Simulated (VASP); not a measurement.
## Ni: single point with revPBE

Ni:

```
Ni
1.0
     2.43683    0.00000    0.00000
    -1.21842    2.11036    0.00000
     0.00000    0.00000    7.97617
Ni
4
Direct
  0.00000 0.00000 0.00000
  0.00000 0.00000 0.50000
  0.33333 0.66667 0.25000
  0.66667 0.33333 0.75000
```

This isn't the form of Ni at room conditions, which is fcc.

```
Program                : VASP 6.6.1
Task                   : single point
Functional             : revPBE
Potentials or basis    : VASP PAW PBE potentials, release 64 (Ni)
Cutoff                 : 520 eV
k mesh                 : 16 × 16 × 5
Occupations            : fermi-dirac, width 0.05 eV
Spin                   : collinear spin, ferromagnetic start
Starting moments       : [0.696, 0.696, 0.705, 0.705] μB
Dipole correction      : no
Further INCAR settings : ALGO = Normal; EDIFF = 1e-06; NBANDS = 32
```

```json
{"Pressure": "18.2 GPa", "Net moment": "2.38 μB per cell", "Site moments": "Ni +0.59, +0.61 (each value once) μB", "Valence electrons inside the program's atomic spheres": "Ni 9.42"}
```

Stress tensor (GPa, compression positive):
```
17.98  0.00  0.00
 0.00 17.98  0.00
 0.00  0.00 18.70
```

Levels at points of the mesh, in eV from the Fermi level:
Spin up:
```tsv
k point	band 19	band 20	band 21	band 22	band 23	band 24
(0.00, 0.00, 0.00)	-1.24	-0.99	-0.99	-0.63	-0.63	-0.43
(0.50, 0.00, 0.00)	-0.48	-0.46	0.15	1.30	2.43	3.02
```
Spin down:
```csv
k point,band 17,band 18,band 19,band 20,band 21,band 22
"(0.00, 0.00, 0.00)",-0.95,-0.60,-0.60,-0.51,-0.33,-0.33
"(0.50, 0.00, 0.00)",0.22,0.22,0.30,0.32,0.36,1.29
```

Wall time 6.4 min on 1 thread of Intel Xeon 8259CL (shared host), peak memory 0.28 GiB.

Caveat: the cell stands under pressure; the PAW data sets were made with another functional, which shifts forces and pressure a little.
